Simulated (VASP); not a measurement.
Input of a VASP 6.6.1 run:

INCAR

```
SYSTEM = K3LuN2
ALGO = Normal
EDIFF = 1E-6
EDIFFG = -0.04
ENCUT = 600
GGA = PE
IBRION = 2
ISIF = 3
ISMEAR = 0
LASPH = .TRUE.
LCHARG = .FALSE.
LREAL = .FALSE.
LWAVE = .FALSE.
NELM = 100
NSW = 90
PREC = Accurate
SIGMA = 0.1
```

File KPOINTS:

```
k-points
0
G
  6 6 4
  0 0 0
```

The input POSCAR:

```
K3LuN2
1.0
    4.4378824998      0.0000000000      0.0000000000
   -2.2189412499      3.8433189839      0.0000000000
    0.0000000000      0.0000000000      6.8044392499
K Lu N
3 1 2
Direct
    0.3333333333      0.6666666667      0.5000000000
    0.6666666667      0.3333333333      0.0000000000
    0.6666666667      0.3333333333      0.5000000000
    0.3333333333      0.6666666667      0.0000000000
    0.0000000000      0.0000000000      0.2102559915
    0.0000000000      0.0000000000      0.7897440085
```

Potentials or basis: VASP PAW PBE potentials, release 64 (K_sv, Lu, N).

Command:

```console
$ cat potpaw_PBE.64/K_sv/POTCAR potpaw_PBE.64/Lu/POTCAR potpaw_PBE.64/N/POTCAR > POTCAR
$ mpirun -np 1 vasp_std > vasp.out
```

**Question.** What does it give for the relaxed cell?

**Answer.** a = 4.446 Å, b = 4.446 Å, c = 6.822 Å, α = 90.00°, β = 90.00°, γ = 120.00°.

**Question.** What does it give for the relaxed volume?

**Answer.** 19.46 Å³/atom.

Forces in eV/Å, atoms in the order of the input:
```
K    0.000  0.000  0.000
K    0.000  0.000  0.000
K    0.000  0.000  0.000
Lu   0.000  0.000  0.000
N    0.000  0.000  0.014
N    0.000  0.000 -0.014
```
